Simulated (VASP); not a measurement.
Here is a VASP 6.6.1 calculation.

INCAR

```
SYSTEM = SnTe
ALGO = Normal
EDIFF = 1E-6
ENCUT = 520
GGA = PE
ISIF = 2
ISMEAR = -1
LASPH = .TRUE.
LCHARG = .FALSE.
LREAL = .FALSE.
LWAVE = .FALSE.
NBANDS = 17
NELM = 60
PREC = Accurate
SIGMA = 0.05
```

Contents of KPOINTS:

```
k-points
0
G
  13 13 13
  0 0 0
```

POSCAR

```
SnTe
1.0
    3.4691737472      0.0000000000      0.0000000000
    0.0000000000      3.4691737472      0.0000000000
    0.0000000000      0.0000000000      3.4691737472
Sn Te
1 1
Direct
    0.0000000000      0.0000000000      0.0000000000
    0.5000000000      0.5000000000      0.5000000000
```

Potentials or basis: VASP PAW PBE potentials, release 64 (Sn_d, Te).

Run with:

```bash
$ cat potpaw_PBE.64/Sn_d/POTCAR potpaw_PBE.64/Te/POTCAR > POTCAR
$ mpirun -np 1 vasp_std > vasp.out
```

Problem. What does it give for the band gap on the k mesh?

Solution. Zero (bands 10 and 11 overlap by 4.00 eV).

Problem. What does it give for the pressure?

Solution. 32.0 GPa.

Caveat: the cell stands under pressure; spin-orbit coupling is left out, which moves the levels of the heavy elements.
